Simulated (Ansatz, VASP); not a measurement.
## Fe in VASP and in Ansatz

```xyz
2
Lattice="2.4342 0.0000 0.0000 -1.2171 2.1080 0.0000 0.0000 0.0000 3.8035" Properties=species:S:1:pos:R:3 pbc="T T T"
Fe    0.0000    1.4054    0.9509
Fe    1.2171    0.7027    2.8526
```

Change from the starting cell: zz strain of -1 %.

Alike in both runs: task single point; functional PBE; k mesh 17 × 17 × 10; occupations fermi-dirac, width 0.08 eV; no spin polarisation.

|  | VASP | Ansatz |
| --- | --- | --- |
| version | VASP 6.6.1 | Ansatz 0.2.0 |
| potentials or method | VASP PAW PBE potentials, release 64 (Fe), cutoff 600 eV | all-electron LAPW, scalar-relativistic |

```tsv
	VASP	Ansatz	Ansatz less VASP
pressure (GPa)	13.6	14.4	+0.79
traceless stress, the component that is largest in VASP (GPa)	4.20	4.42	+0.222
```

Ansatz ran all-electron here, and VASP with PAW potentials.
